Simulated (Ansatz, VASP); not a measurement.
One calculation of HfN, two programs

POSCAR

```
HfN
1.0
    0.0000000000      2.2398775288      2.2398775288
    2.2398775288      0.0000000000      2.2398775288
    2.2398775288      2.2398775288      0.0000000000
Hf N
1 1
Direct
    0.0000000000      0.0000000000      0.0000000000
    0.5000000000      0.5000000000      0.5000000000
```

The input INCAR.step1:

```
  PREC = Accurate
  ENCUT = 520
  ISMEAR = 0
  SIGMA = 0.1
  LREAL = False
  LASPH = True
  NELM = 60
  NBANDS = 14
  GGA = PE
  ALGO = Normal
  EDIFF = 1E-4
  LWAVE = True
  LCHARG = False
```

The input INCAR.step2:

```
  PREC = Accurate
  ENCUT = 520
  EDIFF = 1E-7
  ISMEAR = 0
  SIGMA = 0.1
  LREAL = False
  LASPH = True
  NELM = 60
  ALGO = Normal
  ISIF = 2
  LWAVE = False
  LCHARG = False
  METAGGA = R2SCAN
  LMIXTAU = True
  NBANDS = 14
  ISTART = 1
```

KPOINTS

```
regular mesh
0
Gamma
  16 16 16
```

Input for Ansatz:

```yaml
crystal:
  lattice:
    - [0.0, 2.2398775288, 2.2398775288]
    - [2.2398775288, 0.0, 2.2398775288]
    - [2.2398775288, 2.2398775288, 0.0]
  atoms:
    - { symbol: Hf, position: [0.0, 0.0, 0.0] }
    - { symbol: "N", position: [0.5, 0.5, 0.5] }
basis:
  ecutwfc: 500
kpoints:
  mp_grid: { grid: [16, 16, 16] }
hamiltonian:
  xc: r2scan
scf:
  occupations: { method: gaussian, width: 0.1 }
output:
  forces: true
  stress: true
  eigenvalues: true
```

Alike in both runs: task single point; functional r2SCAN; k mesh 16 × 16 × 16; occupations gaussian, width 0.1 eV; no spin polarisation.

```csv
,VASP,Ansatz
version,VASP 6.6.1,Ansatz 0.2.0
potentials or method,"VASP PAW PBE potentials, release 64 (Hf_pv, N), cutoff 520 eV","scalar-relativistic, plane waves, PAW"
valence electrons in the cell,15,31
```

Ansatz gave:

```
gap on the k mesh at the Fermi level (eV) : none
pressure (GPa)                            : 9.1
```

Problem. What did VASP give for the same quantities?

Solution. gap on the k mesh at the Fermi level (eV): none; pressure (GPa): 6.4.

VASP's potentials were made for PBE, not for r2SCAN. A gap of «none» marks a metal or a gap that the smearing closes. The functional is the same, so the differences come from potentials, cutoffs and numerics. VASP's potentials hold 15 valence electrons a cell and Ansatz's 31, so a difference there can come from the potentials and not from the codes.

Spin-orbit coupling is off throughout.
